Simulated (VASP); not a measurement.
TaN, 2 atoms in the cell. It takes space group P-6m2 (No. 187, hexagonal). The conventional cell has a = 2.950 Å, b = 2.950 Å, c = 2.898 Å, α = 90.00°, β = 90.00°, γ = 120.00°. Within 3.0 Å of Ta (site symmetry -6m2) lie 6 N at 2.24 Å and 8 Ta at 2.90 to 2.95 Å. N (site symmetry -6m2) has 6 Ta at 2.24 Å and 8 N at 2.90 to 2.95 Å within 3.0 Å. 

| Item | Value |
| --- | --- |
| Program | VASP 6.6.1 |
| Task | relaxation of cell and atoms |
| Functional | PBE |
| Dispersion | D3(BJ) |
| Potentials or basis | VASP PAW PBE potentials, release 64 (Ta_pv, N) |
| Cutoff | 600 eV |
| k mesh | 18 × 18 × 14 |
| Occupations | gaussian, width 0.1 eV |
| Spin | no spin polarisation |
| Dipole correction | no |
| Further INCAR settings | ALGO = Normal; EDIFF = 1e-06; IBRION = 2; EDIFFG = -0.005; NSW = 70; ISIF = 3 |

Potentials or basis: VASP PAW PBE potentials, release 64 (Ta_pv, N).

Command:

```console
$ cat potpaw_PBE.64/Ta_pv/POTCAR potpaw_PBE.64/N/POTCAR > POTCAR
$ mpirun -np 1 vasp_std > vasp.out
```

Hardware: 1 thread of Intel(R) Xeon(R) Platinum 8488C (Sapphire Rapids) (shared host).

Task: How long does it take, and how much memory?

Result: Run time: 2.8 min on 1 thread of Intel(R) Xeon(R) Platinum 8488C (Sapphire Rapids), with other jobs on the host, peak memory 0.24 GiB. Counts: scf iterations 42, k points 296, ion steps 7.
